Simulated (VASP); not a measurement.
# CdS (P6_3mc) in VASP: single point with PBE

Aim: the single point of CdS with PBE.

Everything below comes from runs of VASP 6.6.1. Logs are shortened: lines on timing, memory, paths and dates and some standing lists are left out, and cuts for length are marked.

**1. The cell of the first run**

Symmetry: P6_3mc, No. 186, hexagonal system. The conventional cell has a = 4.150 Å, b = 4.150 Å, c = 6.737 Å, α = 90.00°, β = 90.00°, γ = 120.00°. Cd (site symmetry 3m) has 4 S at 2.53 to 2.54 Å within 3.3 Å. Within 3.3 Å of S (site symmetry 3m) lie 4 Cd at 2.53 to 2.54 Å.

**2. Single point, PBE**

Input file INCAR:

```
SYSTEM = CdS
ALGO = Normal
EDIFF = 1E-7
ENCUT = 520
GGA = PE
ISIF = 2
ISMEAR = 0
LASPH = .TRUE.
LCHARG = .TRUE.
LELF = .TRUE.
LREAL = .FALSE.
LVHAR = .TRUE.
LWAVE = .FALSE.
NBANDS = 26
NELM = 80
PREC = Accurate
SIGMA = 0.05
```

Input file KPOINTS:

```
k-points
0
G
  12 12 6
  0 0 0
```

Input file POSCAR:

```
CdS
1.0
    4.1500000000      0.0000000000      0.0000000000
   -2.0750000000      3.5940054300      0.0000000000
    0.0000000000      0.0000000000      6.7370000000
Cd S
2 2
Direct
    0.3333333300      0.6666666700      0.0000000000
    0.6666666700      0.3333333300      0.5000000000
    0.3333333300      0.6666666700      0.3750000000
    0.6666666700      0.3333333300      0.8750000000
```

Potentials or basis: VASP PAW PBE potentials, release 64 (Cd, S).

On the command line:

```bash
> cat potpaw_PBE.64/Cd/POTCAR potpaw_PBE.64/S/POTCAR > POTCAR
> mpirun -np 1 vasp_std > vasp.out
```

OUTCAR:

```text
SYSTEM = CdS
   EDIFF = 1E-7
   ENCUT = 520
   GGA = PE
   ISIF = 2
   ISMEAR = 0
   LASPH = .TRUE.
   LREAL = .FALSE.
   NELM = 80
   PREC = Accurate

 ion  position               nearest neighbor table
   1  0.333  0.667  0.000-   3 2.53   4 2.54   4 2.54   4 2.54
   2  0.667  0.333  0.500-   4 2.53   3 2.54   3 2.54   3 2.54
   3  0.333  0.667  0.375-   1 2.53   2 2.54   2 2.54   2 2.54
   4  0.667  0.333  0.875-   2 2.53   1 2.54   1 2.54   1 2.54

  LATTYP: Found a hexagonal cell.
 ALAT       =     4.1500000000
 C/A-ratio  =     1.6233734940

  Lattice vectors:

 A1 = (   4.1500000000,   0.0000000000,   0.0000000000)
 A2 = (  -2.0750000000,   3.5940054300,   0.0000000000)
 A3 = (   0.0000000000,   0.0000000000,   6.7370000000)

Analysis of symmetry for initial positions (statically):
=====================================================================
 Subroutine PRICEL returns:
 Original cell was already a primitive cell.

 Routine SETGRP: Setting up the symmetry group for a
 hexagonal supercell.

 Subroutine GETGRP returns: Found 12 space group operations
 (whereof  6 operations were pure point group operations)
 out of a pool of 24 trial point group operations.

The static configuration has the point symmetry C_3v.
 The point group associated with its full space group is C_6v.

Analysis of symmetry for dynamics (positions and initial velocities):
=====================================================================
 Subroutine PRICEL returns:
 Original cell was already a primitive cell.

 Routine SETGRP: Setting up the symmetry group for a
 hexagonal supercell.

 Subroutine GETGRP returns: Found 12 space group operations
 (whereof  6 operations were pure point group operations)
 out of a pool of 24 trial point group operations.

The dynamic configuration has the point symmetry C_3v.
 The point group associated with its full space group is C_6v.

 Subroutine INISYM returns: Found 12 space group operations
 (whereof  6 operations are pure point group operations),
 and found     1 'primitive' translations

----------------------------------------------------------------------------------------

                                     Primitive cell

  volume of cell :     100.4832

  direct lattice vectors                    reciprocal lattice vectors
     4.150000000  0.000000000  0.000000000     0.240963855  0.139120547  0.000000000
    -2.075000000  3.594005430  0.000000000     0.000000000  0.278241093  0.000000000
     0.000000000  0.000000000  6.737000000     0.000000000  0.000000000  0.148434021

  length of vectors
     4.150000000  4.150000004  6.737000000     0.278241094  0.278241093  0.148434021

  position of ions in fractional coordinates (direct lattice)
     0.333333330  0.666666670  0.000000000
     0.666666670  0.333333330  0.500000000
     0.333333330  0.666666670  0.375000000
     0.666666670  0.333333330  0.875000000

  ion indices of the primitive-cell ions
   primitive index   ion index
                 1           1
                 2           2
                 3           3
                 4           4

----------------------------------------------------------------------------------------

 KPOINTS: k-points

Automatic generation of k-mesh.
 Grid dimensions read from file:
 generate k-points for:   12   12    6

 Generating k-lattice:

  Cartesian coordinates                     Fractional coordinates (reciprocal lattice)
     0.020080321  0.011593379  0.000000000     0.083333333 -0.000000000  0.000000000
     0.000000000  0.023186758  0.000000000     0.000000000  0.083333333  0.000000000
     0.000000000  0.000000000  0.024739004     0.000000000  0.000000000  0.166666667

  Length of vectors
     0.023186758  0.023186758  0.024739004

  Shift w.r.t. Gamma in fractional coordinates (k-lattice)
     0.000000000  0.000000000  0.000000000

 Subroutine IBZKPT returns following result:
 ===========================================

 Found     76 irreducible k-points:

 Following reciprocal coordinates:
            Coordinates               Weight
  0.000000  0.000000  0.000000      1.000000
  0.083333  0.000000  0.000000      6.000000
  0.166667  0.000000  0.000000      6.000000
  0.250000  0.000000  0.000000      6.000000
  0.333333  0.000000  0.000000      6.000000
  0.416667  0.000000  0.000000      6.000000
[... 16 lines left out ...]
  0.250000  0.000000  0.166667     12.000000
  0.333333  0.000000  0.166667     12.000000
 [... further k-points ...]
   k-points           NKPTS =     76   k-points in BZ     NKDIM =     76   number of bands    NBANDS=     26
   number of dos      NEDOS =    301   number of ions     NIONS =      4
   total plane-waves  NPLWV =  51200
   dimension x,y,z NGX =    32 NGY =   32 NGZ =   50
   dimension x,y,z NGXF=    64 NGYF=   64 NGZF=  100
   ions per type =               2   2
   NGX,Y,Z   is equivalent  to a cutoff of  12.82, 12.82, 12.34 a.u.
   NGXF,Y,Z  is equivalent  to a cutoff of  25.64, 25.64, 24.68 a.u.
 SYSTEM =  CdS
   PREC   = accura    normal or accurate (medium, high low for compatibility)
   ISTART =      0    job   : 0-new  1-cont  2-samecut
   ICHARG =      2    charge: 1-file 2-atom 10-const
   ISPIN  =      1    spin polarized calculation?
   LNONCOLLINEAR =      F non collinear calculations
   LSORBIT =      F    spin-orbit coupling
   LASPH  =      T    aspherical Exc in radial PAW
   ENCUT  =  520.0 eV  38.22 Ry    6.18 a.u.   7.72  7.72 12.53*2*pi/ulx,y,z
   NELM   =     80;   NELMIN=  2; NELMDL= -5     # of ELM steps
   EDIFF  = 0.1E-06   stopping-criterion for ELM
   LREAL  =      F    real-space projection
   EDIFFG = 0.1E-05   stopping-criterion for IOM
   NSW    =      0    number of steps for IOM
   IBRION =     -1    ionic relax: 0-MD 1-quasi-New 2-CG
   NFREE  =      0    steps in history (QN), initial steepest desc. (CG)
   ISIF   =      2    stress and relaxation
   ISYM   =      2    0-nonsym 1-usesym 2-fastsym
   POTIM  = 0.5000    time-step for ionic-motion
   TEBEG  =    0.0;   TEEND  =   0.0 temperature during run
   PSTRESS=    0.0 pullay stress
   NELECT =      36.0000    total number of electrons
   NUPDOWN=      -1.0000    fix difference up-down
   EMIN   =  10.00;   EMAX   =-10.00  energy-range for DOS
   EFERMI =   0.00;   METHOD = LEGACY
   ISMEAR =     0;   SIGMA  =   0.05  broadening in eV -4-tet -1-fermi 0-gaus
   EFERMI_NEDOS =   21; number of points for ismear=-14 and -15
   IALGO  =     38    algorithm
   IMIX   =      4    mixing-type and parameters
     AMIX     =   0.40;   BMIX     =  1.00
     AMIX_MAG =   1.60;   BMIX_MAG =  1.00
  volume/ion in A,a.u.               =      25.12       169.52
  Fermi-wavevector in a.u.,A,eV,Ry     =   1.162727  2.197236 18.394190  1.351935
  Thomas-Fermi vector in A             =   2.299285
   LORBIT       =      0    0 simple, 1 ext, 2 COOP (PROOUT), +10 PAW based schemes
   GGA     = PE    functional components
   LHFCALC =     F    Hartree Fock is set to
   AEXX    =    0.0000 exact exchange contribution
   IVDW    =     0    specifies the selected vdW correction
   LEPSILON=     F    determine dielectric tensor
   LRPA    =     F    only Hartree local field effects (RPA)
 non-spin polarized calculation
 Gauss-broadening in eV      SIGMA  =   0.05
  energy-cutoff  :      520.00
  volume of cell :      100.48
 maximum number of plane-waves:      2731
 NGX is ok and might be reduce to    32
   NGX = 15   NGY = 15   NGZ = 25

 number of electron      35.9999997 magnetization

 Free energy of the ion-electron system (eV)
  ---------------------------------------------------
  ext. energy  EPLUGINS =         0.00000000
  ---------------------------------------------------
  free energy    TOTEN  =       -12.26807771 eV

  energy without entropy =      -12.26807771  energy(sigma->0) =      -12.26807771

 E-fermi :   1.4782     XC(G=0):  -9.0853

 val. band max:        1.2048737136   @ k =   0.0000   0.0000   0.0000
 cond. band min:       2.4040771020   @ k =   0.0000   0.0000   0.0000
 fundamental gap:      1.1992033884
 Fermi energy:         1.4781986238

 k-point     1 :       0.0000    0.0000    0.0000
  band No.  band energies     occupation
      1     -11.0918      2.00000
      2     -10.6671      2.00000
      3      -6.4675      2.00000
      4      -6.4455      2.00000
      5      -6.4455      2.00000
      6      -6.3601      2.00000
[... 18 lines left out ...]
     25       8.7927      0.00000
     26       8.9071      0.00000

 k-point     2 :       0.0833    0.0000    0.0000
  band No.  band energies     occupation
      1     -11.0675      2.00000
      2     -10.6565      2.00000
      3      -6.4589      2.00000
      4      -6.4357      2.00000
      5      -6.4282      2.00000
      6      -6.3494      2.00000
[... 18 lines left out ...]
     25       8.8446      0.00000
     26       8.9431      0.00000

 k-point     3 :       0.1667    0.0000    0.0000
  band No.  band energies     occupation
      1     -10.9997      2.00000
      2     -10.6284      2.00000
      3      -6.4341      2.00000
      4      -6.4103      2.00000
      5      -6.3770      2.00000
      6      -6.3151      2.00000
[... 18 lines left out ...]
     25       8.7531      0.00000
     26       9.3603      0.00000

 k-point     4 :       0.2500    0.0000    0.0000
  band No.  band energies     occupation
      1     -10.9033      2.00000
      2     -10.5931      2.00000
      3      -6.4036      2.00000
      4      -6.3804      2.00000
      5      -6.3025      2.00000
      6      -6.2555      2.00000
[... 18 lines left out ...]
     25       9.2161      0.00000
     26       9.6933      0.00000
[... 496 lines left out ...]
      1     -10.9736      2.00000
      2     -10.6514      2.00000
      3      -6.4237      2.00000
      4      -6.4046      2.00000
      5      -6.3689      2.00000
      6      -6.3206      2.00000
[... 18 lines left out ...]
     25       8.8961      0.00000
     26       9.2107      0.00000

 k-point    23 :       0.2500    0.0000    0.1667
  band No.  band energies     occupation
      1     -10.8809      2.00000
      2     -10.6117      2.00000
      3      -6.3975      2.00000
      4      -6.3726      2.00000
      5      -6.3058      2.00000
      6      -6.2643      2.00000
[... 18 lines left out ...]
     25       9.0868      0.00000
     26       9.8093      0.00000

 k-point    24 :       0.3333    0.0000    0.1667
  band No.  band energies     occupation
      1     -10.7826      2.00000
      2     -10.5773      2.00000
      3      -6.3770      2.00000
      4      -6.3469      2.00000
      5      -6.2556      2.00000
      6      -6.2135      2.00000
[... 18 lines left out ...]
     25       9.3120      0.00000
     26      10.2466      0.00000

 [... further k-points ...]
[... 5 lines left out ...]
  --------------------------------------------------------------------------------------
  -------------------------------------------------------------------------------------
  Total        1.3775744      1.3775744      1.7950570      0.0000000     -0.0000000      0.0000000
  in kB       21.9650538     21.9650538     28.6217015      0.0000000     -0.0000000      0.0000000
  external PRESSURE =      24.1839364 kB  Pullay stress =       0.0000000 kB

 VOLUME and BASIS-vectors are now :
 -----------------------------------------------------------------------------
  energy-cutoff  :      520.00
  volume of cell :      100.48
      direct lattice vectors                 reciprocal lattice vectors
     4.150000000  0.000000000  0.000000000     0.240963855  0.139120547  0.000000000
    -2.075000000  3.594005430  0.000000000     0.000000000  0.278241093  0.000000000
     0.000000000  0.000000000  6.737000000     0.000000000  0.000000000  0.148434021

 POSITION                                       TOTAL-FORCE (eV/Angst)
 -----------------------------------------------------------------------------------
     -0.00000      2.39600      0.00000        -0.000000      0.000000     -0.069602
      2.07500      1.19800      3.36850         0.000000     -0.000000     -0.069602
     -0.00000      2.39600      2.52637        -0.000000     -0.000000      0.069602
      2.07500      1.19800      5.89487         0.000000      0.000000      0.069602
 -----------------------------------------------------------------------------------
    total drift:                               -0.000015      0.000008     -0.000677

  FREE ENERGIE OF THE ION-ELECTRON SYSTEM (eV)
  ---------------------------------------------------
  free  energy   TOTEN  =       -12.2680777051 eV

  energy  without entropy=      -12.2680777051  energy(sigma->0) =      -12.26807771
```

Wall time 5.5 min (1 thread of AMD EPYC, shared host); peak memory 0.29 GiB.

Results:

```
Free energy            : -12.2681 eV
Pressure               : 2.4 GPa
Largest force          : 0.070 eV/Å
Band gap on the k mesh : 1.20 eV
```

Forces on the atoms (eV/Å):
```
Cd   0.000  0.000 -0.070
Cd   0.000  0.000 -0.070
S    0.000  0.000  0.070
S    0.000  0.000  0.070
```

Levels at points of the mesh, in eV from the valence-band top:
```tsv
k point	band 14	band 15	band 16	band 17	band 18	band 19	band 20	band 21	band 22	band 23
(0.00, 0.00, 0.00)	-0.76	-0.76	-0.04	0.00	0.00	1.20	2.79	6.47	6.47	6.81
(0.50, 0.00, 0.00)	-3.47	-2.62	-1.85	-1.28	-0.73	3.71	3.88	5.11	6.39	7.00
(0.00, 0.00, 0.50)	-2.45	-0.39	-0.39	-0.39	-0.39	2.85	2.85	6.20	6.20	6.83
(0.50, 0.00, 0.50)	-4.08	-1.32	-1.32	-1.31	-1.31	3.48	3.48	5.39	5.39	7.90
```

A k mesh can miss the band edges. Expect the measured gap to be larger: semilocal functionals such as PBE lack the derivative discontinuity.
